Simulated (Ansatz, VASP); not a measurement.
## Y: VASP beside Ansatz

```
CELL_PARAMETERS angstrom
3.79756 0.00000 0.00000
-1.89878 3.28878 0.00000
0.00000 0.00000 5.51750
ATOMIC_POSITIONS crystal
Y 0.33333 0.66667 0.25000
Y 0.66667 0.33333 0.75000
```

Change from the starting cell: strain +0.040 along x and y, -0.040 along z, atoms carried along.

Alike in both runs: task single point; functional PBEsol; k mesh 15 × 15 × 8; occupations gaussian, width 0.15 eV; no spin polarisation.

|  | VASP | Ansatz |
| --- | --- | --- |
| version | VASP 6.6.1 | Ansatz 0.2.0 |
| potentials or method | VASP PAW PBE potentials, release 64 (Y_sv), cutoff 520 eV | scalar-relativistic, plane waves, PAW |
| valence electrons in the cell | 22 | 22 |

Ansatz gave:

| Property | Result |
| --- | --- |
| gap on the k mesh at the Fermi level (eV) | none |
| pressure (GPa) | -3.5 |
| traceless stress, the component that is largest in VASP (GPa) | 2.39 |

Task: What did VASP give for the same quantities?

Result: gap on the k mesh at the Fermi level (eV): none; pressure (GPa): -3.6; traceless stress, the component that is largest in VASP (GPa): 2.39.

VASP's potentials were made for PBE, not for PBEsol. A gap of «none» marks a metal or a gap that the smearing closes.
